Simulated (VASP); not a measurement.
# NaCl (Pm-3m) in VASP: a series of runs

Runs on NaCl. Level: HSE06. Tasks: single point.

Everything below comes from runs of VASP 6.6.1. Logs are shortened: lines on timing, memory, paths and dates and some standing lists are left out, and cuts for length are marked.

### 1 The cell of the first run

The structure is cubic, space group Pm-3m (No. 221). Conventional cell: a = 3.460 Å, b = 3.460 Å, c = 3.460 Å, α = 90.00°, β = 90.00°, γ = 90.00°. Within 3.9 Å of Na (site symmetry m-3m) lie 8 Cl at 3.00 Å and 6 Na at 3.46 Å. Cl (site symmetry m-3m) has 8 Na at 3.00 Å and 6 Cl at 3.46 Å within 3.9 Å.

### 2 Single point, HSE06

POSCAR

```
NaCl
1.0
    3.4595458397      0.0000000000      0.0000000000
    0.0000000000      3.4595458397      0.0000000000
    0.0000000000      0.0000000000      3.4595458397
Na Cl
1 1
Direct
    0.0000000000      0.0000000000      0.0000000000
    0.5000000000      0.5000000000      0.5000000000
```

INCAR.step1

```
ALGO = Normal ; EDIFF = 1E-5
ENCUT = 520 ; GGA = PE
ISIF = 2 ; ISMEAR = 0
LASPH = T ; LCHARG = F
LREAL = F ; LWAVE = T
NBANDS = 14 ; NELM = 80
PREC = Accurate ; SIGMA = 0.01
```

INCAR.step2

```
ALGO = Normal ; EDIFF = 1E-6
ENCUT = 520 ; GGA = PE
HFSCREEN = 0.2079 ; ISIF = 2
ISMEAR = 0 ; ISTART = 1
LASPH = T ; LCHARG = F
LHFCALC = T ; LREAL = F
LWAVE = F ; NBANDS = 14
NELM = 80 ; PREC = Accurate
PRECFOCK = Normal ; SIGMA = 0.01
```

KPOINTS

```
k-points
0
Gamma
  3 3 3
```

Potentials or basis: VASP PAW PBE potentials, release 64 (Na_pv, Cl).

On the command line:

```
cat potpaw_PBE.64/Na_pv/POTCAR potpaw_PBE.64/Cl/POTCAR > POTCAR
cp INCAR.step1 INCAR
mpirun -np 1 vasp_std > vasp.out
cp INCAR.step2 INCAR
mpirun -np 1 vasp_std > vasp.out
```

OUTCAR:

```text
EDIFF = 1E-6
   ENCUT = 520
   GGA = PE
   HFSCREEN = 0.2079
   ISIF = 2
   ISMEAR = 0
   ISTART = 1
   LASPH = T
   LHFCALC = T
   LREAL = F
   NELM = 80
   PREC = Accurate
   PRECFOCK = Normal

 ion  position               nearest neighbor table
   1  0.000  0.000  0.000-
   2  0.500  0.500  0.500-

  LATTYP: Found a simple cubic cell.
 ALAT       =     3.4595458397

  Lattice vectors:

 A1 = (   3.4595458397,   0.0000000000,   0.0000000000)
 A2 = (   0.0000000000,   3.4595458397,   0.0000000000)
 A3 = (   0.0000000000,   0.0000000000,   3.4595458397)

Analysis of symmetry for initial positions (statically):
=====================================================================
 Subroutine PRICEL returns:
 Original cell was already a primitive cell.

 Routine SETGRP: Setting up the symmetry group for a
 simple cubic supercell.

 Subroutine GETGRP returns: Found 48 space group operations
 (whereof 48 operations were pure point group operations)
 out of a pool of 48 trial point group operations.

The static configuration has the point symmetry O_h .

Analysis of symmetry for dynamics (positions and initial velocities):
=====================================================================
 Subroutine PRICEL returns:
 Original cell was already a primitive cell.

 Routine SETGRP: Setting up the symmetry group for a
 simple cubic supercell.

 Subroutine GETGRP returns: Found 48 space group operations
 (whereof 48 operations were pure point group operations)
 out of a pool of 48 trial point group operations.

The dynamic configuration has the point symmetry O_h .

 Subroutine INISYM returns: Found 48 space group operations
 (whereof 48 operations are pure point group operations),
 and found     1 'primitive' translations

----------------------------------------------------------------------------------------

                                     Primitive cell

  volume of cell :      41.4054

  direct lattice vectors                    reciprocal lattice vectors
     3.459545840  0.000000000  0.000000000     0.289055282  0.000000000  0.000000000
     0.000000000  3.459545840  0.000000000     0.000000000  0.289055282  0.000000000
     0.000000000  0.000000000  3.459545840     0.000000000  0.000000000  0.289055282

[... 76 lines left out ...]
   EFERMI =   0.00;   METHOD = LEGACY
   ISMEAR =     0;   SIGMA  =   0.01  broadening in eV -4-tet -1-fermi 0-gaus
   EFERMI_NEDOS =   21; number of points for ismear=-14 and -15
   IALGO  =     38    algorithm
   IMIX   =      1    mixing-type and parameters
     AMIX     =   0.40;   BMIX     =  1.00
     AMIX_MAG =   1.60;   BMIX_MAG =  1.00
  volume/ion in A,a.u.               =      20.70       139.71
  Fermi-wavevector in a.u.,A,eV,Ry     =   1.140508  2.155248 17.697901  1.300759
  Thomas-Fermi vector in A             =   2.277210
   LORBIT       =      0    0 simple, 1 ext, 2 COOP (PROOUT), +10 PAW based schemes
   GGA     = PE    functional components
   LHFCALC =     T    Hartree Fock is set to
   PRECFOCK=normal    Normal, Fast or Accurate (Low or Medium for compatibility)
   ENCUT4O =  -1.0   cutoff for four orbital integrals eV
   NKREDX  =     1    reduce k-point grid by
   NKREDY  =     1    reduce k-point grid by
   NKREDZ  =     1    reduce k-point grid by
   AEXX    =    0.2500 exact exchange contribution
   HFSCREEN=    0.2079 screening length (either q_TF or 0.3 A-1)
   HFSCREENC=   0.2079 screening length for correlation (either q_TF or 0.3 A-1)
   ENCUTFOCK=  -1.0 apply spherical cutoff to Coloumb kernel
   IVDW    =     0    specifies the selected vdW correction
   LEPSILON=     F    determine dielectric tensor
   LRPA    =     F    only Hartree local field effects (RPA)
 non-spin polarized calculation
 Gauss-broadening in eV      SIGMA  =   0.01
  energy-cutoff  :      520.00
  volume of cell :       41.41
 maximum number of plane-waves:      1141
 NGX is ok and might be reduce to    28
  NGX = 20; NGY = 20; NGZ = 20

 number of electron      13.9999999 magnetization

 Free energy of the ion-electron system (eV)
  ---------------------------------------------------
  ext. energy  EPLUGINS =         0.00000000
  ---------------------------------------------------
  free energy    TOTEN  =        -7.51291326 eV

  energy without entropy =       -7.51291326  energy(sigma->0) =       -7.51291326

 E-fermi :  -0.3112     XC(G=0):  -7.1247

 val. band max:       -0.3744574934   @ k =   0.3333   0.3333   0.0000
 cond. band min:       5.2100210767   @ k =   0.0000   0.0000   0.0000
 fundamental gap:      5.5844785700
 Fermi energy:        -0.3111890607

 k-point     1 :       0.0000    0.0000    0.0000
  band No.  band energies     occupation
      1     -24.4473      2.00000
      2     -24.4473      2.00000
      3     -24.4473      2.00000
      4     -14.9731      2.00000
      5      -0.7891      2.00000
      6      -0.7891      2.00000
      7      -0.7891      2.00000
      8       5.2100      0.00000
      9       9.6718      0.00000
     10       9.6718      0.00000
     11      17.5354      0.00000
     12      17.5973      0.00000
     13      17.6043      0.00000
     14      17.6077      0.00000
[... 37 lines left out ...]
      1     -24.4704      2.00000
      2     -24.4681      2.00000
      3     -24.4681      2.00000
      4     -14.1633      2.00000
      5      -2.2424      2.00000
      6      -2.0609      2.00000
      7      -2.0609      2.00000
      8       8.2773      0.00000
      9       9.4432      0.00000
     10       9.4432      0.00000
     11      14.3636      0.00000
     12      15.5029      0.00000
     13      15.5029      0.00000
     14      16.5591      0.00000

------------------------ aborting loop because EDIFF is reached ----------------------------------------

  FORCE on cell =-STRESS in cart. coord.  units (eV):
  Direction    XX          YY          ZZ          XY          YZ          ZX
  --------------------------------------------------------------------------------------
  -------------------------------------------------------------------------------------
  Total        0.2618483      0.2618483      0.2618483     -0.0000000     -0.0000000      0.0000000
  in kB       10.1321825     10.1321825     10.1321825     -0.0000000     -0.0000000      0.0000000
  external PRESSURE =      10.1321825 kB  Pullay stress =       0.0000000 kB

 VOLUME and BASIS-vectors are now :
 -----------------------------------------------------------------------------
  energy-cutoff  :      520.00
  volume of cell :       41.41
      direct lattice vectors                 reciprocal lattice vectors
     3.459545840  0.000000000  0.000000000     0.289055282  0.000000000  0.000000000
     0.000000000  3.459545840  0.000000000     0.000000000  0.289055282  0.000000000
     0.000000000  0.000000000  3.459545840     0.000000000  0.000000000  0.289055282

 POSITION                                       TOTAL-FORCE (eV/Angst)
 -----------------------------------------------------------------------------------
      0.00000      0.00000      0.00000         0.000000      0.000000      0.000000
      1.72977      1.72977      1.72977         0.000000      0.000000      0.000000
 -----------------------------------------------------------------------------------
    total drift:                                0.000014      0.000006      0.000010

  FREE ENERGIE OF THE ION-ELECTRON SYSTEM (eV)
  ---------------------------------------------------
  free  energy   TOTEN  =        -7.5129132552 eV

  energy  without entropy=       -7.5129132552  energy(sigma->0) =       -7.51291326
```

OUTCAR.step1:

```text
EDIFF = 1E-5
   ENCUT = 520
   GGA = PE
   ISIF = 2
   ISMEAR = 0
[... 267 lines left out ...]
 -----------------------------------------------------------------------------------
      0.00000      0.00000      0.00000         0.000000      0.000000      0.000000
      1.72977      1.72977      1.72977         0.000000      0.000000      0.000000
 -----------------------------------------------------------------------------------
    total drift:                               -0.000000      0.000000      0.000000

  FREE ENERGIE OF THE ION-ELECTRON SYSTEM (eV)
  ---------------------------------------------------
  free  energy   TOTEN  =        -6.4080896115 eV

  energy  without entropy=       -6.4080896115  energy(sigma->0) =       -6.40808961
```

OSZICAR.step1:

```text
N       E                     dE             d eps       ncg     rms          rms(c)
DAV:   1     0.110418564597E+03    0.11042E+03   -0.71895E+03   112   0.102E+03
DAV:   2     0.250607748633E+01   -0.10791E+03   -0.97914E+02   124   0.278E+02
DAV:   3    -0.652514316374E+01   -0.90312E+01   -0.89518E+01   136   0.769E+01
DAV:   4    -0.666874208416E+01   -0.14360E+00   -0.14354E+00   130   0.102E+01
DAV:   5    -0.667141519052E+01   -0.26731E-02   -0.26727E-02   154   0.144E+00    0.231E+00
DAV:   6    -0.643935327711E+01    0.23206E+00   -0.31230E-01   130   0.349E+00    0.166E+00
DAV:   7    -0.640788846738E+01    0.31465E-01   -0.10032E-01   142   0.190E+00    0.116E+00
DAV:   8    -0.640822369006E+01   -0.33522E-03   -0.10545E-02   112   0.942E-01    0.391E-01
DAV:   9    -0.640800823055E+01    0.21546E-03   -0.47563E-04   148   0.164E-01    0.161E-01
DAV:  10    -0.640809149555E+01   -0.83265E-04   -0.20271E-04   130   0.112E-01    0.249E-02
DAV:  11    -0.640808961147E+01    0.18841E-05   -0.79676E-06   136   0.266E-02
   1 F= -.64080896E+01 E0= -.64080896E+01  d E =-.117375E-81
```

Wall time 28 s (1 thread of AMD EPYC 7R13 (Zen 3), shared host); peak memory 0.21 GiB.

What came out:

| Property | Result |
| --- | --- |
| Free energy | -7.5129 eV |
| Pressure | 1.0 GPa |
| Band gap on the k mesh | 5.58 eV, indirect (least direct gap 6.00 eV) |

Caveat: the k points lie up to 0.61 Å⁻¹ apart; the PAW data sets were made with another functional, which shifts forces and pressure a little.

### 3 Single point, HSE06

POSCAR is that of step 2.

INCAR.step1

```
PREC = Accurate
ENCUT = 520
EDIFF = 1E-5
ISMEAR = 0
SIGMA = 0.01
LREAL = False
LASPH = True
NELM = 60
ALGO = Normal
ISIF = 2
LWAVE = True
NBANDS = 14
GGA = PE
```

INCAR.step2

```
PREC = Accurate
ENCUT = 520
EDIFF = 1E-6
ISMEAR = 0
SIGMA = 0.01
LREAL = False
LASPH = True
NELM = 60
ALGO = Normal
ISIF = 2
LWAVE = False
LCHARG = True
GGA = PE
LHFCALC = True
HFSCREEN = 0.2079
PRECFOCK = Normal
LELF = True
LVHAR = True
NBANDS = 14
ISTART = 1
```

KPOINTS

```
Automatic mesh
0
Gamma
  4 4 4
```

Potentials or basis: VASP PAW PBE potentials, release 64 (Na_pv, Cl).

On the command line:

```
cat potpaw_PBE.64/Na_pv/POTCAR potpaw_PBE.64/Cl/POTCAR > POTCAR
cp INCAR.step1 INCAR
mpirun -np 1 vasp_std > vasp.out
cp INCAR.step2 INCAR
mpirun -np 1 vasp_std > vasp.out
```

Run time: 1.9 min. Hardware: 1 thread of AMD EPYC 7R13 (Zen 3), shared host; peak memory 0.22 GiB.

The run converged. Its results:

| Item | Value |
| --- | --- |
| Free energy | -7.5482 eV |
| Pressure | 0.7 GPa |
| Band gap on the k mesh | 5.42 eV, indirect (least direct gap 5.99 eV) |

Levels at points of the mesh, in eV from the valence-band top:
```
           k point  band 4  band 5  band 6  band 7  band 8  band 9  band 10  band 11
(0.00, 0.00, 0.00)  -14.77   -0.57   -0.57   -0.57    5.42    9.89     9.89    17.77
(0.50, 0.00, 0.00)  -14.34   -3.31   -0.30   -0.30    8.40   10.36    11.95    13.48
(0.50, 0.50, 0.00)  -14.03   -2.58   -2.58    0.00    6.84   11.43    12.83    12.83
(0.50, 0.50, 0.50)  -13.70   -2.12   -2.12   -2.12    8.44    8.44     8.44    13.57
```

Caveat: the k points lie up to 0.45 Å⁻¹ apart; the PAW data sets were made with another functional, which shifts forces and pressure a little.
